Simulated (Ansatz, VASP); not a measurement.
CuGe4 in VASP and in Ansatz

INCAR

```
SYSTEM = CuGe4
ALGO = Normal
DIPOL = 0.5 0.5 0.328
EDIFF = 1E-6
ENCUT = 520
GGA = PE
IDIPOL = 3
ISIF = 2
ISMEAR = 0
IVDW = 12
LASPH = .TRUE.
LCHARG = .FALSE.
LDIPOL = .TRUE.
LREAL = .FALSE.
LWAVE = .FALSE.
NBANDS = 42
NELM = 80
PREC = Accurate
SIGMA = 0.1
```

KPOINTS

```
k-points
0
G
  9 9 1
  0 0 0
```

The input POSCAR:

```
CuGe4
1.0
    4.0303587907      0.0000000000      0.0000000000
   -2.0151793953      3.4903930991      0.0000000000
    0.0000000000      0.0000000000     21.5984135941
Ge Cu
4 1
Direct
    0.3333333333      0.6666666667      0.1851987871
    0.0000000000      0.0000000000      0.2232892486
    0.0000000000      0.0000000000      0.3443139717
    0.6666666667      0.3333333333      0.3795840634
    1.5555555556      0.5555555556      0.5092232143
```

Input for Ansatz:

```yaml
crystal:
  lattice:
    - [4.0303587933, 0.0, 0.0]
    - [-2.0151793967, 3.4903931014, 0.0]
    - [0.0, 0.0, 21.5984134729]
  atoms:
    - { symbol: Ge, position: [0.3333333333, 0.6666666667, 0.1851987881] }
    - { symbol: Ge, position: [0.0, 0.0, 0.2232892499] }
    - { symbol: Ge, position: [0.0, 0.0, 0.3443139757] }
    - { symbol: Ge, position: [0.6666666667, 0.3333333333, 0.3795840599] }
    - { symbol: Cu, position: [1.5555555556, 0.5555555556, 0.5092232115] }
basis:
  ecutwfc: 420
kpoints:
  mp_grid: { grid: [9, 9, 1] }
hamiltonian:
  xc: pbe
  pseudopotentials: { kind: paw, azcp: { folder: soft_1 } }
  dispersion: d3bj
scf:
  occupations: { method: gaussian, width: 0.1 }
output:
  forces: true
  eigenvalues: true
efield:
  axis: 3
  dipole_correction: true
  ramp_width: 0.04
```

Alike in both runs: task single point; functional PBE; dispersion D3(BJ); k mesh 9 × 9 × 1; occupations gaussian, width 0.1 eV; no spin polarisation.

|  | VASP | Ansatz |
| --- | --- | --- |
| version | VASP 6.6.1 | Ansatz 0.2.0 |
| potentials or method | VASP PAW PBE potentials, release 64 (Ge_d, Cu), cutoff 520 eV | scalar-relativistic, plane waves, PAW |
| valence electrons in the cell | 67 | 75 |

Ansatz gave:

```
gap on the k mesh at the Fermi level (eV) : none
rms of the force components (eV/Å)        : 0.363
```

Problem. Which values does VASP return?

Solution. gap on the k mesh at the Fermi level (eV): none; rms of the force components (eV/Å): 0.361.

Atom by atom the forces differ by 0.002 eV/Å (rms over components). A gap of «none» marks a metal or a gap that the smearing closes. VASP's potentials hold 67 valence electrons a cell and Ansatz's 75, so a difference there can come from the potentials and not from the codes.
